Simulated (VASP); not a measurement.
Wanted: the native input for a VASP 6.6.1 run.

```
Task                   : single point
Functional             : PBEsol
Potentials or basis    : VASP PAW PBE potentials, release 64 (Pb_d, Cs_sv, Br)
Cutoff                 : 520 eV
k mesh                 : 5 × 5 × 5
Occupations            : fermi-dirac, width 0.05 eV
Spin                   : no spin polarisation
Dipole correction      : no
Further INCAR settings : ALGO = Normal; EDIFF = 1e-06; NBANDS = 30
```

The structure of CsPbBr3 lies in POSCAR:

```
CsPbBr3
1.0
    5.7906659505      0.0000000000      0.0000000000
    0.0000000000      5.7906659505      0.0000000000
    0.0000000000      0.0000000000      5.7906659505
Pb Cs Br
1 1 3
Direct
    0.5000000000      0.5000000000      0.5000000000
    0.0000000000      0.0000000000      0.0000000000
    0.5000000000      0.5000000000      0.0000000000
    0.5000000000      0.0000000000      0.5000000000
    0.0000000000      0.5000000000      0.5000000000
```

The input as run:

INCAR

```
SYSTEM = CsPbBr3
  PREC = Accurate
  ENCUT = 520
  EDIFF = 1E-6
  ISMEAR = -1
  SIGMA = 0.05
  LREAL = .False.
  LASPH = .True.
  NELM = 100
  ALGO = Normal
  ISIF = 2
  LWAVE = .False.
  LCHARG = .False.
  GGA = PS
  NBANDS = 30
```

KPOINTS

```
regular mesh
0
Gamma
  5 5 5
  0 0 0
```

Potentials or basis: VASP PAW PBE potentials, release 64 (Pb_d, Cs_sv, Br).

Command:

```sh
$ cat potpaw_PBE.64/Pb_d/POTCAR potpaw_PBE.64/Cs_sv/POTCAR potpaw_PBE.64/Br/POTCAR > POTCAR
$ mpirun -np 1 vasp_std > vasp.out
```

It gave:

```
Pressure               : 0.9 GPa
Band gap on the k mesh : 2.51 eV
```

Caveat: the PAW data sets were made with another functional, which shifts forces and pressure a little; spin-orbit coupling is left out, which moves the levels of the heavy elements; an odd mesh through Γ misses points on the zone boundary, where band edges can lie.

Wall time 65 s on 1 thread of Intel(R) Xeon(R) Platinum 8488C (Sapphire Rapids) (shared host), peak memory 0.34 GiB.
